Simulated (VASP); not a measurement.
A run of VASP 6.6.1 is set up as follows.

Contents of INCAR:

```
PREC = Accurate
ENCUT = 520
EDIFF = 1E-6
ISMEAR = 0
SIGMA = 0.05
LREAL = False
LASPH = True
NELM = 60
ALGO = Normal
ISIF = 2
LWAVE = False
LCHARG = False
GGA = PE
IVDW = 12
NBANDS = 26
```

KPOINTS

```
Automatic mesh
0
Gamma
  4 4 8
```

POSCAR

```
InSb
1.0
    5.5759955748      0.0000000000      0.0000000000
    0.0000000000      5.5778468685      0.0000000000
    0.0000000000      0.0000000000      3.3814296403
In Sb
2 2
Direct
    0.0000000000      0.0000000000      0.0007039329
    0.5000000000      0.5000000000     -0.0007039329
    0.5000000000      0.0000000000      0.6600467134
    0.0000000000      0.5000000000      0.3399532866
```

Potentials or basis: VASP PAW PBE potentials, release 64 (In_d, Sb).

Run with:

```bash
$ cat potpaw_PBE.64/In_d/POTCAR potpaw_PBE.64/Sb/POTCAR > POTCAR
$ mpirun -np 1 vasp_std > vasp.out
```

**Question.** Estimate the pressure.

**Answer.** 0.8 GPa.

**Question.** What does it give for the band gap on the k mesh?

**Answer.** Zero (band 18 reaches 10.09 eV, above the bottom of band 19 at 6.56 eV).

Stress tensor (GPa, compression positive):
```
0.86 0.00 0.00
0.00 0.87 0.00
0.00 0.00 0.79
```

Caveat: three body term missing; spin-orbit coupling is left out, which moves the levels of the heavy elements; pairwise dispersion overbinds metals, which lowers pressure and volume.
